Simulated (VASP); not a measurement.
# SnSe (P4/nmm) in VASP: a series of runs, part 2 of 2

VASP 6.6.1.

### 4 Single point, PBE+D3(BJ)

This run uses another cell than the first one, of 26.61 Å³/atom.

INCAR reads:

```
ALGO = Normal
EDIFF = 1E-6
ENCUT = 520
GGA = PE
ISIF = 2
ISMEAR = 0
IVDW = 12
LASPH = T
LCHARG = T
LELF = T
LREAL = F
LVHAR = T
LWAVE = F
NBANDS = 28
NELM = 80
PREC = Accurate
SIGMA = 0.02
```

KPOINTS reads:

```
k-points
0
Gamma
  6 6 6
```

POSCAR reads:

```
SnSe
1.0
    4.2220107919      0.0000000000      0.0000000000
    0.0000000000      4.2220107919      0.0000000000
    0.0000000000      0.0000000000      5.9710971988
Sn Se
2 2
Direct
    0.5000000000      0.0000000000      0.2500887140
    0.0000000000      0.5000000000      0.7499112860
    0.5000000000      0.0000000000      0.7499351865
    0.0000000000      0.5000000000      0.2500648135
```

Potentials or basis: VASP PAW PBE potentials, release 64 (Sn_d, Se).

Launch:

```bash
> cat potpaw_PBE.64/Sn_d/POTCAR potpaw_PBE.64/Se/POTCAR > POTCAR
> mpirun -np 1 vasp_std > vasp.out
```

OUTCAR:

```text
EDIFF = 1E-6
   ENCUT = 520
   GGA = PE
   ISIF = 2
   ISMEAR = 0
   IVDW = 12
   LASPH = T
   LREAL = F
   NELM = 80
   PREC = Accurate
 IVDW          = 12

 ion  position               nearest neighbor table
   1  0.500  0.000  0.250-   3 2.98   4 2.99   4 2.99   4 2.99   4 2.99   3 2.99
   2  0.000  0.500  0.750-   4 2.98   3 2.99   3 2.99   3 2.99   3 2.99   4 2.99
   3  0.500  0.000  0.750-   1 2.98   2 2.99   2 2.99   2 2.99   2 2.99   1 2.99
   4  0.000  0.500  0.250-   2 2.98   1 2.99   1 2.99   1 2.99   1 2.99   2 2.99

  LATTYP: Found a simple tetragonal cell.
 ALAT       =     4.2220107919
 C/A-ratio  =     1.4142780521

  Lattice vectors:

 A1 = (   4.2220107919,   0.0000000000,   0.0000000000)
 A2 = (   0.0000000000,   4.2220107919,   0.0000000000)
 A3 = (   0.0000000000,   0.0000000000,   5.9710971988)

Analysis of symmetry for initial positions (statically):
=====================================================================
 Subroutine PRICEL returns:
 Original cell was already a primitive cell.

 Routine SETGRP: Setting up the symmetry group for a
 simple tetragonal supercell.

 Subroutine GETGRP returns: Found 16 space group operations
 (whereof  8 operations were pure point group operations)
 out of a pool of 16 trial point group operations.

The static configuration has the point symmetry D_2d.
 The point group associated with its full space group is D_4h.

Analysis of symmetry for dynamics (positions and initial velocities):
=====================================================================
 Subroutine PRICEL returns:
 Original cell was already a primitive cell.

 Routine SETGRP: Setting up the symmetry group for a
 simple tetragonal supercell.

 Subroutine GETGRP returns: Found 16 space group operations
 (whereof  8 operations were pure point group operations)
 out of a pool of 16 trial point group operations.

The dynamic configuration has the point symmetry D_2d.
 The point group associated with its full space group is D_4h.

 Subroutine INISYM returns: Found 16 space group operations
 (whereof  8 operations are pure point group operations),
 and found     1 'primitive' translations

----------------------------------------------------------------------------------------

                                     Primitive cell

  volume of cell :     106.4370

  direct lattice vectors                    reciprocal lattice vectors
     4.222010792  0.000000000  0.000000000     0.236853966  0.000000000  0.000000000
     0.000000000  4.222010792  0.000000000     0.000000000  0.236853966  0.000000000
     0.000000000  0.000000000  5.971097199     0.000000000  0.000000000  0.167473408

  length of vectors
     4.222010792  4.222010792  5.971097199     0.236853966  0.236853966  0.167473408

  position of ions in fractional coordinates (direct lattice)
     0.500000000  0.000000000  0.250088714
     0.000000000  0.500000000  0.749911286
     0.500000000  0.000000000  0.749935186
     0.000000000  0.500000000  0.250064814

  ion indices of the primitive-cell ions
   primitive index   ion index
                 1           1
                 2           2
[... 24 lines left out ...]
 Subroutine IBZKPT returns following result:
 ===========================================

 Found     40 irreducible k-points:

 Following reciprocal coordinates:
            Coordinates               Weight
  0.000000  0.000000  0.000000      1.000000
  0.166667  0.000000  0.000000      4.000000
  0.333333  0.000000  0.000000      4.000000
  0.500000  0.000000  0.000000      2.000000
  0.166667  0.166667  0.000000      4.000000
  0.333333  0.166667  0.000000      8.000000
[... 16 lines left out ...]
  0.333333  0.000000  0.333333      8.000000
  0.500000  0.000000  0.333333      4.000000
 [... further k-points ...]
   k-points           NKPTS =     40   k-points in BZ     NKDIM =     40   number of bands    NBANDS=     28
   number of dos      NEDOS =    301   number of ions     NIONS =      4
   total plane-waves  NPLWV =  49152
   dimension x,y,z NGX =    32 NGY =   32 NGZ =   48
   dimension x,y,z NGXF=    64 NGYF=   64 NGZF=   96
   ions per type =               2   2
   NGX,Y,Z   is equivalent  to a cutoff of  12.60, 12.60, 13.36 a.u.
   NGXF,Y,Z  is equivalent  to a cutoff of  25.20, 25.20, 26.73 a.u.
 SYSTEM =  unknown system
   PREC   = accura    normal or accurate (medium, high low for compatibility)
   ISTART =      0    job   : 0-new  1-cont  2-samecut
   ICHARG =      2    charge: 1-file 2-atom 10-const
   ISPIN  =      1    spin polarized calculation?
   LNONCOLLINEAR =      F non collinear calculations
   LSORBIT =      F    spin-orbit coupling
   LASPH  =      T    aspherical Exc in radial PAW
   ENCUT  =  520.0 eV  38.22 Ry    6.18 a.u.   7.85  7.85 11.10*2*pi/ulx,y,z
   NELM   =     80;   NELMIN=  2; NELMDL= -5     # of ELM steps
   EDIFF  = 0.1E-05   stopping-criterion for ELM
   LREAL  =      F    real-space projection
   EDIFFG = 0.1E-04   stopping-criterion for IOM
   NSW    =      0    number of steps for IOM
   IBRION =     -1    ionic relax: 0-MD 1-quasi-New 2-CG
   NFREE  =      0    steps in history (QN), initial steepest desc. (CG)
   ISIF   =      2    stress and relaxation
   ISYM   =      2    0-nonsym 1-usesym 2-fastsym
   POTIM  = 0.5000    time-step for ionic-motion
   TEBEG  =    0.0;   TEEND  =   0.0 temperature during run
   PSTRESS=    0.0 pullay stress
   NELECT =      40.0000    total number of electrons
   NUPDOWN=      -1.0000    fix difference up-down
   EMIN   =  10.00;   EMAX   =-10.00  energy-range for DOS
   EFERMI =   0.00;   METHOD = LEGACY
   ISMEAR =     0;   SIGMA  =   0.02  broadening in eV -4-tet -1-fermi 0-gaus
   EFERMI_NEDOS =   21; number of points for ismear=-14 and -15
   IALGO  =     38    algorithm
   IMIX   =      4    mixing-type and parameters
     AMIX     =   0.40;   BMIX     =  1.00
     AMIX_MAG =   1.60;   BMIX_MAG =  1.00
  volume/ion in A,a.u.               =      26.61       179.57
  Fermi-wavevector in a.u.,A,eV,Ry     =   1.181401  2.232524 18.989755  1.395708
  Thomas-Fermi vector in A             =   2.317675
   LORBIT       =      0    0 simple, 1 ext, 2 COOP (PROOUT), +10 PAW based schemes
   GGA     = PE    functional components
   LHFCALC =     F    Hartree Fock is set to
   AEXX    =    0.0000 exact exchange contribution
   IVDW    =    12    specifies the selected vdW correction
   LEPSILON=     F    determine dielectric tensor
   LRPA    =     F    only Hartree local field effects (RPA)
 non-spin polarized calculation
 Gauss-broadening in eV      SIGMA  =   0.02
  energy-cutoff  :      520.00
  volume of cell :      106.44
 maximum number of plane-waves:      2916
 NGX is ok and might be reduce to    32
   NGX = 15   NGY = 15   NGZ = 23

 number of electron      40.0000003 magnetization

 Free energy of the ion-electron system (eV)
  ---------------------------------------------------
  ext. energy  EPLUGINS =         0.00000000
  ---------------------------------------------------
  free energy    TOTEN  =       -16.41385189 eV

  energy without entropy =      -16.41385189  energy(sigma->0) =      -16.41385189

 E-fermi :   6.0261     XC(G=0):  -9.7124

 val. band max:        5.8459075609   @ k =   0.5000   0.0000   0.3333
 cond. band min:       6.2427301072   @ k =   0.5000   0.0000   0.3333
 fundamental gap:      0.3968225462
 Fermi energy:         6.0260891566

 k-point     1 :       0.0000    0.0000    0.0000
  band No.  band energies     occupation
      1     -15.7676      2.00000
      2     -15.7422      2.00000
      3     -15.7361      2.00000
      4     -15.7361      2.00000
      5     -15.7353      2.00000
      6     -15.7349      2.00000
[... 733 lines left out ...]
     27      13.6235      0.00000
     28      13.6235      0.00000

 [... further k-points ...]

------------------------ aborting loop because EDIFF is reached ----------------------------------------

 Edisp (eV)   -1.44936

 E8    (eV) :    -0.6531

  FORCE on cell =-STRESS in cart. coord.  units (eV):
  Direction    XX          YY          ZZ          XY          YZ          ZX
  --------------------------------------------------------------------------------------
  -------------------------------------------------------------------------------------
  Total      -0.00740    -0.00740    -0.00726     0.00000     0.00000     0.00000
  in kB      -0.11146    -0.11146    -0.10923     0.00000     0.00000     0.00000
  external pressure =       -0.11 kB  Pullay stress =        0.00 kB

 VOLUME and BASIS-vectors are now :
 -----------------------------------------------------------------------------
  energy-cutoff  :      520.00
  volume of cell :      106.44
      direct lattice vectors                 reciprocal lattice vectors
     4.222010792  0.000000000  0.000000000     0.236853966  0.000000000  0.000000000
     0.000000000  4.222010792  0.000000000     0.000000000  0.236853966  0.000000000
     0.000000000  0.000000000  5.971097199     0.000000000  0.000000000  0.167473408

 POSITION                                       TOTAL-FORCE (eV/Angst)
 -----------------------------------------------------------------------------------
      2.11101      0.00000      1.49330         0.000000      0.000000     -0.000749
      0.00000      2.11101      4.47779         0.000000     -0.000000      0.000749
      2.11101      0.00000      4.47794         0.000000      0.000000      0.000528
      0.00000      2.11101      1.49316         0.000000     -0.000000     -0.000528
 -----------------------------------------------------------------------------------
    total drift:                                0.000000      0.000000      0.000000

  FREE ENERGIE OF THE ION-ELECTRON SYSTEM (eV)
  ---------------------------------------------------
  free  energy   TOTEN  =       -17.8632102742 eV

  energy  without entropy=      -17.8632102742  energy(sigma->0) =      -17.86321027
```

OSZICAR:

```text
N       E                     dE             d eps       ncg     rms          rms(c)
DAV:   1     0.364173789546E+03    0.36417E+03   -0.19426E+04  2268   0.185E+03
DAV:   2     0.336587534385E+02   -0.33052E+03   -0.32190E+03  2240   0.474E+02
DAV:   3    -0.144766545758E+02   -0.48135E+02   -0.47072E+02  2708   0.155E+02
DAV:   4    -0.166959374692E+02   -0.22193E+01   -0.22067E+01  2628   0.345E+01
DAV:   5    -0.167492728302E+02   -0.53335E-01   -0.53323E-01  2676   0.594E+00    0.450E+00
DAV:   6    -0.164113295818E+02    0.33794E+00   -0.74440E-01  3068   0.449E+00    0.272E+00
DAV:   7    -0.164107817222E+02    0.54786E-03   -0.18964E-01  2704   0.169E+00    0.123E+00
DAV:   8    -0.164138330814E+02   -0.30514E-02   -0.19285E-02  2448   0.100E+00    0.147E-01
DAV:   9    -0.164136763523E+02    0.15673E-03   -0.22074E-03  2776   0.359E-01    0.660E-02
DAV:  10    -0.164138329377E+02   -0.15659E-03   -0.36965E-04  2756   0.894E-02    0.277E-02
DAV:  11    -0.164138511463E+02   -0.18209E-04   -0.77352E-05  2540   0.595E-02    0.704E-03
DAV:  12    -0.164138523356E+02   -0.11893E-05   -0.70982E-06  2136   0.177E-02    0.476E-03
DAV:  13    -0.164138518908E+02    0.44478E-06   -0.48212E-07  1492   0.440E-03
   1 F= -.17863210E+02 E0= -.17863210E+02  d E =-.238953E-38
```

stdout:

```text
POSCAR found type information on POSCAR SnSe
 POSCAR found :  2 types and       4 ions
 scaLAPACK will be used
 LDA part: xc-table for (Slater+PW92), standard interpolation
 POSCAR, INCAR and KPOINTS ok, starting setup
 FFT: planning ... GRIDC
 FFT: planning ... GRID_SOFT
 FFT: planning ... GRID
 WAVECAR not read
 entering main loop
```

Wall time 53 s (1 thread of AMD EPYC 9R45 (Zen 5), shared host); peak memory 0.24 GiB.

Results:

- Free energy: -17.8632 eV
- Pressure: 0.0 GPa
- Band gap on the k mesh: 0.40 eV
- Dispersion energy per atom: -0.362 eV

Caveat: semilocal functionals underestimate gaps, and a narrow one can read as zero; spin-orbit coupling is left out, which moves the levels of the heavy elements. A k mesh can miss the band edges.

### 5 Single point, PBE+D3(BJ) (27.41 Å³/atom)

This run uses another cell than the first one, of 27.41 Å³/atom.

INCAR reads:

```
SYSTEM = SnSe
  PREC = Accurate
  ENCUT = 520
  EDIFF = 1E-6
  ISMEAR = 0
  SIGMA = 0.02
  LREAL = .False.
  LASPH = .True.
  NELM = 60
  ALGO = Normal
  ISIF = 2
  LWAVE = .False.
  LCHARG = .True.
  GGA = PE
  IVDW = 12
  LELF = .True.
  LVHAR = .True.
  NBANDS = 28
```

KPOINTS reads:

```
Automatic mesh
0
Gamma
  6 6 6
  0 0 0
```

POSCAR reads:

```
SnSe
1.0
    4.2638155977      0.0000000000      0.0000000000
    0.0000000000      4.2638155977      0.0000000000
    0.0000000000      0.0000000000      6.0302208182
Sn Se
2 2
Direct
    0.5000000000      0.0000000000      0.2500887140
    0.0000000000      0.5000000000      0.7499112860
    0.5000000000      0.0000000000      0.7499351865
    0.0000000000      0.5000000000      0.2500648135
```

Launch:

```bash
> cat potpaw_PBE.64/Sn_d/POTCAR potpaw_PBE.64/Se/POTCAR > POTCAR
> mpirun -np 1 vasp_std > vasp.out
```

Wall time 50 s (1 thread of AMD EPYC 9R45 (Zen 5), shared host); peak memory 0.25 GiB.

It converged, with:

- Free energy: -17.8487 eV
- Pressure: -1.5 GPa
- Band gap on the k mesh: 0.39 eV
- Dispersion energy per atom: -0.351 eV

Levels at points of the mesh, in eV from the valence-band top:
| k point | band 18 | band 19 | band 20 | band 21 | band 22 | band 23 |
| --- | --- | --- | --- | --- | --- | --- |
| (0.00, 0.00, 0.00) | -2.18 | -2.18 | -2.18 | 3.04 | 4.30 | 4.30 |
| (0.50, 0.00, 0.00) | -2.07 | -0.61 | -0.61 | 1.19 | 1.19 | 1.74 |
| (0.50, 0.50, 0.00) | -3.61 | -3.61 | -3.61 | 3.04 | 3.04 | 5.32 |
| (0.00, 0.00, 0.50) | -2.97 | -1.68 | -1.68 | 2.11 | 2.11 | 3.95 |
| (0.50, 0.00, 0.50) | -1.93 | 0.00 | 0.00 | 0.56 | 0.56 | 1.25 |
| (0.50, 0.50, 0.50) | -4.67 | -0.81 | -0.81 | 1.49 | 1.49 | 4.75 |

Caveat: semilocal functionals underestimate gaps, and a narrow one can read as zero; spin-orbit coupling is left out, which moves the levels of the heavy elements.

### 6 The runs side by side

| cell | gap on the mesh (eV) | pressure (GPa) |
| --- | --- | --- |
| a = 4.136, b = 4.136, c = 5.849 Å, 4 atoms | 0.31 | 3.8 |
| a = 4.179, b = 4.179, c = 5.911 Å, 4 atoms | 0.35 | 1.7 |
| a = 4.222, b = 4.222, c = 5.971 Å, 4 atoms | 0.40 | 0.0 |
| a = 4.264, b = 4.264, c = 6.030 Å, 4 atoms | 0.39 | -1.5 |

Alike in all rows: task single point; level PBE+D3(BJ); potentials or basis VASP PAW PBE potentials, release 64 (Sn_d, Se); no spin polarisation; k mesh 6 × 6 × 6; cutoff (eV) 520; smearing gaussian 0.02 eV.

Caveats: semilocal functionals underestimate gaps, and a narrow one can read as zero; spin-orbit coupling is left out, which moves the levels of the heavy elements; the cell stands under pressure (at least some runs).

Total energies depend on the potentials used, so only differences within one code and one set of settings carry meaning.
